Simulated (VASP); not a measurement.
Here is a VASP 6.6.1 calculation.

File POSCAR:

```
SnO2
1.0
    0.0000000000      2.5799859053      2.5799859053
    2.5799859053      0.0000000000      2.5799859053
    2.5799859053      2.5799859053      0.0000000000
Sn O
1 2
Direct
    0.0000000000      0.0000000000      0.0000000000
    0.2500000000      0.2500000000      0.2500000000
    0.7500000000      0.7500000000      0.7500000000
```

The input INCAR.step1:

```
SYSTEM = SnO2
ALGO = Normal ; EDIFF = 1E-4
ENCUT = 520 ; GGA = PE
ISMEAR = -1 ; LASPH = .TRUE.
LCHARG = .FALSE. ; LREAL = .FALSE.
LWAVE = .TRUE. ; NBANDS = 20
NELM = 100 ; PREC = Accurate
SIGMA = 0.1
```

The input INCAR.step2:

```
SYSTEM = SnO2
ALGO = Normal ; EDIFF = 1E-7
ENCUT = 520 ; ISIF = 2
ISMEAR = -1 ; ISTART = 1
LASPH = .TRUE. ; LCHARG = .FALSE.
LMIXTAU = .TRUE. ; LREAL = .FALSE.
LWAVE = .FALSE. ; METAGGA = R2SCAN
NBANDS = 20 ; NELM = 100
PREC = Accurate ; SIGMA = 0.1
```

KPOINTS

```
k-points
0
G
  12 12 12
  0 0 0
```

Potentials or basis: VASP PAW PBE potentials, release 64 (Sn_d, O).

Launch:

```console
$ cat potpaw_PBE.64/Sn_d/POTCAR potpaw_PBE.64/O/POTCAR > POTCAR
$ cp INCAR.step1 INCAR
$ mpirun -np 1 vasp_std > vasp.out
$ cp INCAR.step2 INCAR
$ mpirun -np 1 vasp_std > vasp.out
```

**Question.** Predict the band gap on the k mesh.

**Answer.** 0.30 eV (least direct gap 1.62 eV).

**Question.** What does it give for the pressure?

**Answer.** -9.7 GPa.

Caveat: the cell stands under tension; the smearing spreads over this small gap; semilocal functionals underestimate gaps, and a narrow one can read as zero; the PAW data sets were made with another functional, which shifts forces and pressure a little; spin-orbit coupling is left out, which moves the levels of the heavy elements. A k mesh can miss the band edges.
